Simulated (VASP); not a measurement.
Here is a VASP 6.6.1 calculation.

Contents of INCAR:

```
SYSTEM = Ni
  PREC = Accurate
  ENCUT = 520
  EDIFF = 1E-7
  ISMEAR = 0
  SIGMA = 0.1
  LREAL = .FALSE.
  LASPH = .TRUE.
  NELM = 150
  ALGO = Normal
  ISIF = 2
  LWAVE = .FALSE.
  LCHARG = .TRUE.
  ISPIN = 2
  MAGMOM = 0.77 0.77 0.77
  LORBIT = 11
  LMAXMIX = 4
  GGA = PE
  LELF = .TRUE.
  LVHAR = .TRUE.
  NBANDS = 26
```

File KPOINTS:

```
regular mesh
0
G
  15 15 18
  0 0 0
```

The input POSCAR:

```
Ni
1.0
    3.9897288468      0.0000000000      0.0000000000
   -1.9948644234      3.4552065356      0.0000000000
    0.0000000000      0.0000000000      2.4179760044
Ni
3
Direct
    0.0000000000      0.0000000000      0.0000000000
    0.3333333333      0.6666666667      0.5000000000
    0.6666666667      0.3333333333      0.5000000000
```

Potentials or basis: VASP PAW PBE potentials, release 64 (Ni).

Launch:

```console
$ cat potpaw_PBE.64/Ni/POTCAR > POTCAR
$ mpirun -np 1 vasp_std > vasp.out
```

Q: Estimate the site moments.

A: Ni +0.60, +0.65 μB.

Q: Predict the pressure.

A: -0.1 GPa.

Stress tensor (GPa, compression positive):
```
-0.01  0.00  0.00
 0.00 -0.01  0.00
 0.00  0.00 -0.14
```
